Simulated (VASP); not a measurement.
CdS:

```
CELL_PARAMETERS angstrom
0.00000 2.72678 2.71832
2.72678 0.00000 2.71832
2.72678 2.72678 0.00000
ATOMIC_POSITIONS crystal
Cd 0.00000 0.00000 0.00000
S 0.50000 0.50000 0.50000
```

This cell differs from its parent crystal: uniaxial z strain -0.3%.

Program: VASP 6.6.1. Alike in all runs: task single point; potentials or basis VASP PAW PBE potentials, release 64 (Cd, S); no spin polarisation; cell as given; cutoff (eV) 520.

Question: Order these runs on this cell by their band gap on the k mesh, lowest first.
A. level HSE06; k mesh 6 × 6 × 6; smearing gaussian 0.01 eV; grid for exact exchange (PRECFOCK) Normal; share of exact exchange 0.25; screening parameter 0.2079 1/Å
B. level PBE; k mesh 8 × 8 × 8; smearing fermi-dirac 0.02 eV
C. level r2SCAN; k mesh 8 × 8 × 8; smearing gaussian 0.01 eV

Answer: B (0.23 eV), C (0.72 eV), A (1.21 eV).

A k mesh can miss the band edges.
